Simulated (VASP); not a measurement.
# SnSe (Pnma) in VASP: further runs

SnSe is run at these levels: r2SCAN, BLYP, PBEsol; tasks: single point.

All numbers are computed with VASP 6.6.1; they aren't measurements. Logs are shortened: lines on timing, memory, paths and dates and some standing lists are left out, and cuts for length are marked.

**What was measured.**

“Linear dichroism of the optical properties of SnS and SnSe van der Waals crystals”, 2024, arxiv:2409.17412 reports, for a bulk crystal of SnSe at 20 K: band gap 0.99 eV (indirect).

The runs below are set against these values where they give the same quantity.

## (1) The cell of the first run

It takes space group Pnma (No. 62, orthorhombic). The conventional cell has a = 11.682 Å, b = 4.125 Å, c = 4.698 Å, α = 90.00°, β = 90.00°, γ = 90.00°. Sn (site symmetry m) has 6 Se at 2.76 to 3.57 Å within 3.6 Å. Within 3.6 Å of Se (site symmetry m) lie 6 Sn at 2.76 to 3.57 Å.

## (2) Single point, r2SCAN

The input, POSCAR:

```
SnSe
1.0
   11.6817506210      0.0000000000      0.0000000000
    0.0000000000      4.1250685148      0.0000000000
    0.0000000000      0.0000000000      4.6978008665
Sn Se
4 4
Direct
    0.8798419691      0.7500000000      0.8756377764
    0.6201580309      0.2500000000      0.3756377764
    0.3798419691      0.7500000000      0.6243622236
    0.1201580309      0.2500000000      0.1243622236
    0.6479572000      0.7500000000      0.9884793692
    0.8520428000      0.2500000000      0.4884793692
    0.1479572000      0.7500000000      0.5115206308
    0.3520428000      0.2500000000      0.0115206308
```

The input, INCAR.step1:

```
  ALGO = Normal
  EDIFF = 1E-4
  ENCUT = 520
  GGA = PE
  ISMEAR = -1
  LASPH = T
  LCHARG = F
  LREAL = F
  LWAVE = T
  NBANDS = 50
  NELM = 80
  PREC = Accurate
  SIGMA = 0.05
```

The input, INCAR.step2:

```
  ALGO = Normal
  EDIFF = 1E-7
  ENCUT = 520
  ISIF = 2
  ISMEAR = -1
  ISTART = 1
  LASPH = T
  LCHARG = T
  LELF = T
  LMIXTAU = T
  LREAL = F
  LVHAR = T
  LWAVE = F
  METAGGA = R2SCAN
  NBANDS = 50
  NELM = 80
  PREC = Accurate
  SIGMA = 0.05
```

The input, KPOINTS:

```
k-points
0
Gamma
  3 6 6
```

Potentials or basis: VASP PAW PBE potentials, release 64 (Sn_d, Se).

Run with:

```sh
cat potpaw_PBE.64/Sn_d/POTCAR potpaw_PBE.64/Se/POTCAR > POTCAR
cp INCAR.step1 INCAR
mpirun -np 1 vasp_std > vasp.out
cp INCAR.step2 INCAR
mpirun -np 1 vasp_std > vasp.out
```

OUTCAR:

```text
EDIFF = 1E-7
   ENCUT = 520
   ISIF = 2
   ISMEAR = -1
   ISTART = 1
   LASPH = T
   LREAL = F
   METAGGA = R2SCAN
   NELM = 80
   PREC = Accurate

 ion  position               nearest neighbor table
   1  0.880  0.750  0.876-   5 2.76   6 2.77   6 2.77   4 3.67   4 3.67
   2  0.620  0.250  0.376-   6 2.76   5 2.77   5 2.77   3 3.67   3 3.67
   3  0.380  0.750  0.624-   7 2.76   8 2.77   8 2.77   2 3.67   2 3.67
   4  0.120  0.250  0.124-   8 2.76   7 2.77   7 2.77   1 3.67   1 3.67
   5  0.648  0.750  0.988-   1 2.76   2 2.77   2 2.77
   6  0.852  0.250  0.488-   2 2.76   1 2.77   1 2.77
   7  0.148  0.750  0.512-   3 2.76   4 2.77   4 2.77
   8  0.352  0.250  0.012-   4 2.76   3 2.77   3 2.77

  LATTYP: Found a simple orthorhombic cell.
 ALAT       =     4.1250685148
 B/A-ratio  =     1.1388419004
 C/A-ratio  =     2.8318925077

  Lattice vectors:

 A1 = (   0.0000000000,   4.1250685148,   0.0000000000)
 A2 = (   0.0000000000,   0.0000000000,   4.6978008665)
 A3 = (  11.6817506210,   0.0000000000,   0.0000000000)

Analysis of symmetry for initial positions (statically):
=====================================================================
 Subroutine PRICEL returns:
 Original cell was already a primitive cell.

 Routine SETGRP: Setting up the symmetry group for a
 simple orthorhombic supercell.

 Subroutine GETGRP returns: Found  8 space group operations
 (whereof  2 operations were pure point group operations)
 out of a pool of  8 trial point group operations.

The static configuration has the point symmetry S_2 .
 The point group associated with its full space group is D_2h.

Analysis of symmetry for dynamics (positions and initial velocities):
=====================================================================
 Subroutine PRICEL returns:
 Original cell was already a primitive cell.

 Routine SETGRP: Setting up the symmetry group for a
 simple orthorhombic supercell.

 Subroutine GETGRP returns: Found  8 space group operations
 (whereof  2 operations were pure point group operations)
 out of a pool of  8 trial point group operations.

The dynamic configuration has the point symmetry S_2 .
 The point group associated with its full space group is D_2h.

 Subroutine INISYM returns: Found  8 space group operations
 (whereof  2 operations are pure point group operations),
 and found     1 'primitive' translations

----------------------------------------------------------------------------------------

                                     Primitive cell

  volume of cell :     226.3777

  direct lattice vectors                    reciprocal lattice vectors
    11.681750621  0.000000000  0.000000000     0.085603608  0.000000000  0.000000000
     0.000000000  4.125068515  0.000000000     0.000000000  0.242420216  0.000000000
     0.000000000  0.000000000  4.697800866     0.000000000  0.000000000  0.212865557

  length of vectors
    11.681750621  4.125068515  4.697800866     0.085603608  0.242420216  0.212865557

  position of ions in fractional coordinates (direct lattice)
     0.879841969  0.750000000  0.875637776
     0.620158031  0.250000000  0.375637776
     0.379841969  0.750000000  0.624362224
     0.120158031  0.250000000  0.124362224
     0.647957200  0.750000000  0.988479369
     0.852042800  0.250000000  0.488479369
     0.147957200  0.750000000  0.511520631
     0.352042800  0.250000000  0.011520631

  ion indices of the primitive-cell ions
   primitive index   ion index
                 1           1
                 2           2
                 3           3
                 4           4
                 5           5
                 6           6
                 7           7
                 8           8

----------------------------------------------------------------------------------------

 KPOINTS: k-points

Automatic generation of k-mesh.
 Grid dimensions read from file:
 generate k-points for:    3    6    6

 Generating k-lattice:

  Cartesian coordinates                     Fractional coordinates (reciprocal lattice)
     0.028534536  0.000000000  0.000000000     0.333333333  0.000000000  0.000000000
     0.000000000  0.040403369  0.000000000     0.000000000  0.166666667  0.000000000
     0.000000000  0.000000000  0.035477593     0.000000000  0.000000000  0.166666667

  Length of vectors
     0.028534536  0.040403369  0.035477593

  Shift w.r.t. Gamma in fractional coordinates (k-lattice)
     0.000000000  0.000000000  0.000000000

 Subroutine IBZKPT returns following result:
 ===========================================

 Found     32 irreducible k-points:

 Following reciprocal coordinates:
            Coordinates               Weight
  0.000000  0.000000  0.000000      1.000000
  0.333333  0.000000  0.000000      2.000000
  0.000000  0.166667  0.000000      2.000000
  0.333333  0.166667  0.000000      4.000000
  0.000000  0.333333  0.000000      2.000000
  0.333333  0.333333  0.000000      4.000000
[... 16 lines left out ...]
  0.000000  0.500000  0.333333      2.000000
  0.333333  0.500000  0.333333      4.000000
 [... further k-points ...]
   k-points           NKPTS =     32   k-points in BZ     NKDIM =     32   number of bands    NBANDS=     50
   number of dos      NEDOS =    301   number of ions     NIONS =      8
   total plane-waves  NPLWV = 103680
   dimension x,y,z NGX =    90 NGY =   32 NGZ =   36
   dimension x,y,z NGXF=   180 NGYF=   64 NGZF=   72
   ions per type =               4   4
   NGX,Y,Z   is equivalent  to a cutoff of  12.81, 12.90, 12.74 a.u.
   NGXF,Y,Z  is equivalent  to a cutoff of  25.62, 25.79, 25.48 a.u.
 SYSTEM =  unknown system
   PREC   = accura    normal or accurate (medium, high low for compatibility)
   ISTART =      1    job   : 0-new  1-cont  2-samecut
   ICHARG =      0    charge: 1-file 2-atom 10-const
   ISPIN  =      1    spin polarized calculation?
   LNONCOLLINEAR =      F non collinear calculations
   LSORBIT =      F    spin-orbit coupling
   LASPH  =      T    aspherical Exc in radial PAW
   ENCUT  =  520.0 eV  38.22 Ry    6.18 a.u.  21.72  7.67  8.73*2*pi/ulx,y,z
   NELM   =     80;   NELMIN=  2; NELMDL=  0     # of ELM steps
   EDIFF  = 0.1E-06   stopping-criterion for ELM
   LREAL  =      F    real-space projection
   EDIFFG = 0.1E-05   stopping-criterion for IOM
   NSW    =      0    number of steps for IOM
   IBRION =     -1    ionic relax: 0-MD 1-quasi-New 2-CG
   NFREE  =      0    steps in history (QN), initial steepest desc. (CG)
   ISIF   =      2    stress and relaxation
   ISYM   =      2    0-nonsym 1-usesym 2-fastsym
   POTIM  = 0.5000    time-step for ionic-motion
   TEBEG  =    0.0;   TEEND  =   0.0 temperature during run
   PSTRESS=    0.0 pullay stress
   NELECT =      80.0000    total number of electrons
   NUPDOWN=      -1.0000    fix difference up-down
   EMIN   =  10.00;   EMAX   =-10.00  energy-range for DOS
   EFERMI =   0.00;   METHOD = LEGACY
   ISMEAR =    -1;   SIGMA  =   0.05  broadening in eV -4-tet -1-fermi 0-gaus
   EFERMI_NEDOS =   21; number of points for ismear=-14 and -15
   IALGO  =     38    algorithm
   IMIX   =      4    mixing-type and parameters
     AMIX     =   0.40;   BMIX     =  1.00
     AMIX_MAG =   1.60;   BMIX_MAG =  1.00
  volume/ion in A,a.u.               =      28.30       190.96
  Fermi-wavevector in a.u.,A,eV,Ry     =   1.157427  2.187220 18.226870  1.339637
  Thomas-Fermi vector in A             =   2.294038
   LORBIT       =      0    0 simple, 1 ext, 2 COOP (PROOUT), +10 PAW based schemes
   METAGGA = R2SCAN    functional components
   LHFCALC =     F    Hartree Fock is set to
   AEXX    =    0.0000 exact exchange contribution
   IVDW    =     0    specifies the selected vdW correction
   LEPSILON=     F    determine dielectric tensor
   LRPA    =     F    only Hartree local field effects (RPA)
 non-spin polarized calculation
  energy-cutoff  :      520.00
  volume of cell :      226.38
 maximum number of plane-waves:      6132
 NGX is ok and might be reduce to    90
   NGX = 43   NGY = 15   NGZ = 17

 number of electron      79.9999987 magnetization

 Free energy of the ion-electron system (eV)
  ---------------------------------------------------
  ext. energy  EPLUGINS =         0.00000000
  ---------------------------------------------------
  free energy    TOTEN  =      -159.84765358 eV

  energy without entropy =     -159.84765158  energy(sigma->0) =     -159.84765258

 E-fermi :   5.1116     XC(G=0):  -9.9378

 val. band max:        4.5895515722   @ k =   0.0000   0.0000   0.3333
 cond. band min:       5.6126908720   @ k =   0.0000   0.3333   0.0000
 fundamental gap:      1.0231392998
 Fermi energy:         5.1116124744

 k-point     1 :       0.0000    0.0000    0.0000
  band No.  band energies     occupation
      1     -17.2937      2.00000
      2     -17.2818      2.00000
      3     -17.2751      2.00000
      4     -17.2710      2.00000
      5     -17.2682      2.00000
      6     -17.2674      2.00000
[... 42 lines left out ...]
     49       9.5995      0.00000
     50       9.9472      0.00000

 k-point     2 :       0.3333    0.0000    0.0000
  band No.  band energies     occupation
      1     -17.2915      2.00000
      2     -17.2861      2.00000
      3     -17.2723      2.00000
      4     -17.2705      2.00000
      5     -17.2693      2.00000
      6     -17.2692      2.00000
[... 42 lines left out ...]
     49       9.7893      0.00000
     50       9.8507      0.00000

 k-point     3 :       0.0000    0.1667    0.0000
  band No.  band energies     occupation
      1     -17.2886      2.00000
      2     -17.2812      2.00000
      3     -17.2744      2.00000
      4     -17.2717      2.00000
      5     -17.2698      2.00000
      6     -17.2668      2.00000
[... 1102 lines left out ...]
     49       9.6225      0.00000
     50       9.6225      0.00000

 k-point    24 :       0.3333    0.5000    0.3333
  band No.  band energies     occupation
      1     -17.2909      2.00000
      2     -17.2909      2.00000
      3     -17.2886      2.00000
      4     -17.2886      2.00000
      5     -17.2590      2.00000
      6     -17.2590      2.00000
[... 42 lines left out ...]
     49      10.1810      0.00000
     50      10.1810      0.00000

 [... further k-points ...]

------------------------ aborting loop because EDIFF is reached ----------------------------------------

  FORCE on cell =-STRESS in cart. coord.  units (eV):
  Direction    XX          YY          ZZ          XY          YZ          ZX
  --------------------------------------------------------------------------------------
  -------------------------------------------------------------------------------------
  Total        0.0690764      0.0383986      0.0389975      0.0000000     -0.0000000      0.0000000
  in kB        0.4888848      0.2717643      0.2760028      0.0000000     -0.0000000      0.0000000
  external PRESSURE =       0.3455507 kB  Pullay stress =       0.0000000 kB

 VOLUME and BASIS-vectors are now :
 -----------------------------------------------------------------------------
  energy-cutoff  :      520.00
  volume of cell :      226.38
      direct lattice vectors                 reciprocal lattice vectors
    11.681750621  0.000000000  0.000000000     0.085603608  0.000000000  0.000000000
     0.000000000  4.125068515  0.000000000     0.000000000  0.242420216  0.000000000
     0.000000000  0.000000000  4.697800866     0.000000000  0.000000000  0.212865557

 POSITION                                       TOTAL-FORCE (eV/Angst)
 -----------------------------------------------------------------------------------
     10.27809      3.09380      4.11357         0.017919     -0.000000      0.015002
      7.24453      1.03127      1.76467        -0.017919      0.000000      0.015002
      4.43722      3.09380      2.93313         0.017919     -0.000000     -0.015002
      1.40366      1.03127      0.58423        -0.017919     -0.000000     -0.015002
      7.56927      3.09380      4.64368        -0.005872     -0.000000     -0.013993
      9.95335      1.03127      2.29478         0.005872     -0.000000     -0.013993
      1.72840      3.09380      2.40302        -0.005872     -0.000000      0.013993
      4.11248      1.03127      0.05412         0.005872      0.000000      0.013993
 -----------------------------------------------------------------------------------
    total drift:                               -0.000000     -0.000000      0.000000

  FREE ENERGIE OF THE ION-ELECTRON SYSTEM (eV)
  ---------------------------------------------------
  free  energy   TOTEN  =      -159.8476535756 eV

  energy  without entropy=     -159.8476515781  energy(sigma->0) =     -159.84765258
```

Run time: 19 min. Hardware: 1 thread of Intel Xeon Platinum 8259CL at 2.50GHz (Skylake/Cascade Lake), shared host; peak memory 0.52 GiB.

What came out:

- Free energy: -159.8477 eV
- Pressure: 0.0 GPa
- Largest force: 0.023 eV/Å
- Band gap on the k mesh: 1.02 eV, indirect (least direct gap 1.37 eV)

Forces on the atoms (eV/Å):
```
Sn   0.018  0.000  0.015
Sn  -0.018  0.000  0.015
Sn   0.018  0.000 -0.015
Sn  -0.018  0.000 -0.015
Se  -0.006  0.000 -0.014
Se   0.006  0.000 -0.014
Se  -0.006  0.000  0.014
Se   0.006  0.000  0.014
```

Caveat: the PAW data sets were made with another functional, which shifts forces and pressure a little; spin-orbit coupling is left out, which moves the levels of the heavy elements.

## (3) Single point, BLYP

This run uses another cell than the first one, of 26.68 Å³/atom, 0.943 times its volume.

The input, INCAR:

```
AGGAC = 1.0 ; AGGAX = 1.0
ALDAC = 0.0 ; ALDAX = 1.0
ALGO = Normal ; EDIFF = 1E-7
ENCUT = 520 ; GGA = B5
ISIF = 2 ; ISMEAR = -1
LASPH = True ; LCHARG = True
LELF = True ; LREAL = False
LVHAR = True ; LWAVE = False
NBANDS = 50 ; NELM = 100
PREC = Accurate ; SIGMA = 0.05
```

KPOINTS is that of step 2.

The input, POSCAR:

```
SnSe
1.0
   11.4200000000      0.0000000000      0.0000000000
    0.0000000000      4.1900000000      0.0000000000
    0.0000000000      0.0000000000      4.4600000000
Sn Se
4 4
Direct
    0.8770000000      0.7500000000      0.9090000000
    0.6230000000      0.2500000000      0.4090000000
    0.3770000000      0.7500000000      0.5910000000
    0.1230000000      0.2500000000      0.0910000000
    0.6430000000      0.7500000000      0.9840000000
    0.8570000000      0.2500000000      0.4840000000
    0.1430000000      0.7500000000      0.5160000000
    0.3570000000      0.2500000000      0.0160000000
```

Potentials or basis: VASP PAW PBE potentials, release 64 (Sn_d, Se).

Run with:

```sh
cat potpaw_PBE.64/Sn_d/POTCAR potpaw_PBE.64/Se/POTCAR > POTCAR
mpirun -np 1 vasp_std > vasp.out
```

Wall time 11 min (1 thread of Oxide Virtual Turin-like, shared host); peak memory 0.43 GiB.

The run converged. Its results:

* Free energy: -27.6488 eV
* Pressure: 6.7 GPa
* Largest force: 0.389 eV/Å
* Band gap on the k mesh: 0.65 eV, indirect (least direct gap 0.83 eV)

Forces on the atoms (eV/Å):
```
Sn   0.389  0.000 -0.005
Sn  -0.389  0.000 -0.005
Sn   0.389  0.000  0.005
Sn  -0.389  0.000  0.005
Se  -0.316  0.000  0.000
Se   0.316  0.000  0.000
Se  -0.316  0.000  0.000
Se   0.316  0.000  0.000
```

Stress tensor (GPa, compression positive):
```
8.71 0.00 0.00
0.00 5.78 0.00
0.00 0.00 5.50
```

Levels at points of the mesh, in eV from the valence-band top:
| k point | band 37 | band 38 | band 39 | band 40 | band 41 | band 42 | band 43 | band 44 |
| --- | --- | --- | --- | --- | --- | --- | --- | --- |
| (0.00, 0.00, 0.00) | -1.51 | -1.18 | -0.74 | -0.54 | 0.88 | 3.03 | 3.27 | 3.32 |
| (0.00, 0.50, 0.00) | -0.97 | -0.97 | -0.73 | -0.73 | 1.05 | 1.05 | 1.44 | 1.44 |
| (0.00, 0.00, 0.50) | -0.71 | -0.71 | -0.29 | -0.29 | 1.33 | 1.33 | 1.63 | 1.63 |
| (0.00, 0.50, 0.50) | -2.19 | -2.19 | -1.46 | -1.46 | 2.92 | 2.92 | 3.18 | 3.18 |

Caveat: the PAW data sets were made with another functional, which shifts forces and pressure a little; spin-orbit coupling is left out, which moves the levels of the heavy elements. A k mesh can miss the band edges.

## (4) Single point, PBEsol

This run uses another cell than the first one, of 26.68 Å³/atom, 0.943 times its volume.

The input, INCAR:

```
SYSTEM = SnSe
ALGO = Normal
EDIFF = 1E-7
ENCUT = 520
GGA = PS
ISIF = 2
ISMEAR = -1
LASPH = .TRUE.
LCHARG = .TRUE.
LELF = .TRUE.
LREAL = .FALSE.
LVHAR = .TRUE.
LWAVE = .FALSE.
NBANDS = 50
NELM = 80
PREC = Accurate
SIGMA = 0.05
```

The input, KPOINTS:

```
k-points
0
G
  3 6 6
  0 0 0
```

POSCAR is that of step 3.

Run with:

```sh
cat potpaw_PBE.64/Sn_d/POTCAR potpaw_PBE.64/Se/POTCAR > POTCAR
mpirun -np 1 vasp_std > vasp.out
```

It took 7.6 min on 1 thread of Oxide Virtual Turin-like, shared host; peak memory 0.43 GiB.

Results (log left out):

* Free energy: -35.8716 eV
* Pressure: -0.5 GPa
* Largest force: 0.250 eV/Å
* Band gap on the k mesh: 0.48 eV, indirect (least direct gap 0.66 eV)

Forces on the atoms (eV/Å):
```
Sn   0.244  0.000 -0.054
Sn  -0.244  0.000 -0.054
Sn   0.244  0.000  0.054
Sn  -0.244  0.000  0.054
Se  -0.212  0.000  0.057
Se   0.212  0.000  0.057
Se  -0.212  0.000 -0.057
Se   0.212  0.000 -0.057
```

Stress tensor (GPa, compression positive):
```
 1.26  0.00  0.00
 0.00 -1.30  0.00
 0.00  0.00 -1.51
```

Levels at points of the mesh, in eV from the valence-band top:
| k point | band 37 | band 38 | band 39 | band 40 | band 41 | band 42 | band 43 | band 44 |
| --- | --- | --- | --- | --- | --- | --- | --- | --- |
| (0.00, 0.00, 0.00) | -1.54 | -1.20 | -0.78 | -0.56 | 0.73 | 2.90 | 2.95 | 2.98 |
| (0.00, 0.50, 0.00) | -1.04 | -1.04 | -0.76 | -0.76 | 0.84 | 0.84 | 1.34 | 1.34 |
| (0.00, 0.00, 0.50) | -0.82 | -0.82 | -0.34 | -0.34 | 1.20 | 1.20 | 1.55 | 1.55 |
| (0.00, 0.50, 0.50) | -2.26 | -2.26 | -1.53 | -1.53 | 2.82 | 2.82 | 3.08 | 3.08 |

Caveat: the PAW data sets were made with another functional, which shifts forces and pressure a little; spin-orbit coupling is left out, which moves the levels of the heavy elements.

## (5) The runs side by side

```csv
level,cell,gap on the mesh (eV),pressure (GPa),largest force (eV/Å)
r2SCAN,"a = 11.682, b = 4.125, c = 4.698 Å, 8 atoms",1.02,0.0,0.02
BLYP,"a = 11.420, b = 4.190, c = 4.460 Å, 8 atoms",0.65,6.7,0.39
PBEsol,"a = 11.420, b = 4.190, c = 4.460 Å, 8 atoms",0.48,-0.5,0.25
```

Alike in all rows: task single point; potentials or basis VASP PAW PBE potentials, release 64 (Sn_d, Se); no spin polarisation; k mesh 3 × 6 × 6; cutoff (eV) 520; smearing fermi-dirac 0.05 eV.

Caveats: the PAW data sets were made with another functional, which shifts forces and pressure a little; spin-orbit coupling is left out, which moves the levels of the heavy elements.

Absolute energies hang on the potentials; compare differences alone.

## (6) Comparison with measurements

Step 2. Against the measured gap of SnSe, 0.99 eV (indirect; 20 K; “Linear dichroism of the optical properties of SnS and SnSe van der Waals crystals”, 2024, arxiv:2409.17412), the calculated 1.02 eV is off by +0.03 eV. 2 values of this kind are on record (0.89 to 0.99 eV); this one was drawn at random. Spin-orbit coupling on Se, Sn is left out. The value is that of r2SCAN on a finite k mesh, which can miss the band edges, without temperature or zero-point motion.

Step 4. Against the measured gap of SnSe, 0.99 eV (indirect; 20 K; “Linear dichroism of the optical properties of SnS and SnSe van der Waals crystals”, 2024, arxiv:2409.17412), the calculated 0.48 eV is off by -0.51 eV. 2 values of this kind are on record (0.89 to 0.99 eV); this one was drawn at random. Spin-orbit coupling on Se, Sn is left out. The value is that of PBEsol on a finite k mesh, which can miss the band edges, without temperature or zero-point motion. Semilocal functionals fall short of measured gaps as a rule.
